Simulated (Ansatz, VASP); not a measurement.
# KCl in VASP and in Ansatz

Contents of POSCAR:

```
KCl
1.0
    3.8391960000      0.0000000000      0.0000000000
    0.0000000000      3.8391960000      0.0000000000
    0.0000000000      0.0000000000      3.8391960000
K Cl
1 1
Direct
    0.0000000000      0.0000000000      0.0000000000
    0.5000000000      0.5000000000      0.5000000000
```

File INCAR.step1:

```
SYSTEM = KCl
PREC = Accurate
ENCUT = 520
ISMEAR = -1
SIGMA = 0.05
LREAL = .FALSE.
LASPH = .TRUE.
NELM = 60
NBANDS = 15
GGA = PE
ALGO = Normal
EDIFF = 1E-4
LWAVE = .TRUE.
LCHARG = .FALSE.
```

File INCAR.step2:

```
SYSTEM = KCl
PREC = Accurate
ENCUT = 520
EDIFF = 1E-7
ISMEAR = -1
SIGMA = 0.05
LREAL = .FALSE.
LASPH = .TRUE.
NELM = 60
ALGO = Normal
ISIF = 2
LWAVE = .FALSE.
LCHARG = .FALSE.
METAGGA = R2SCAN
LMIXTAU = .TRUE.
NBANDS = 15
ISTART = 1
```

The input KPOINTS:

```
Automatic mesh
0
G
  7 7 7
  0 0 0
```

Contents of input.yaml:

```yaml
crystal:
  lattice:
    - [3.839196, 0.0, 0.0]
    - [0.0, 3.839196, 0.0]
    - [0.0, 0.0, 3.839196]
  atoms:
    - { symbol: K, position: [0.0, 0.0, 0.0] }
    - { symbol: Cl, position: [0.5, 0.5, 0.5] }
hamiltonian:
  xc: r2scan
  pseudopotentials: { kind: paw }
kpoints:
  mp_grid: { grid: [7, 7, 7] }
  band_path:
    path:
      - [[0.0, 0.0, 0.0], [0.0, 0.5, 0.0], [0.5, 0.5, 0.0], [0.0, 0.0, 0.0], [0.5, 0.5, 0.5], [0.0, 0.5, 0.0]]
      - [[0.5, 0.5, 0.0], [0.5, 0.5, 0.5]]
    npoints: 14
scf:
  occupations: { method: fermi_dirac, width: 0.05 }
  n_extra_bands: 6
output:
  forces: true
  stress: true
  eigenvalues: true
  fatbands: false
```

Alike in both runs: functional r2SCAN; k mesh 7 × 7 × 7; occupations fermi-dirac, width 0.05 eV; no spin polarisation.

```csv
,VASP,Ansatz
version,VASP 6.6.1,Ansatz 0.2.0
potentials or method,"VASP PAW PBE potentials, release 64 (K_sv, Cl)",Ansatz PAW
plane-wave cutoff (eV),520,500
valence electrons in the cell,16,16
task,single point,band structure
```

```tsv
	VASP	Ansatz	Ansatz less VASP
gap on the k mesh at the Fermi level (eV)	5.58	5.57	-0.005
least direct gap on the mesh (eV)	5.76	5.76	-0.006
pressure (GPa)	-1.1	-1.1	+0.05
```

VASP's potentials were made for PBE, not for r2SCAN. With one functional, cell and mesh, what is left measures potentials, basis and numerics.
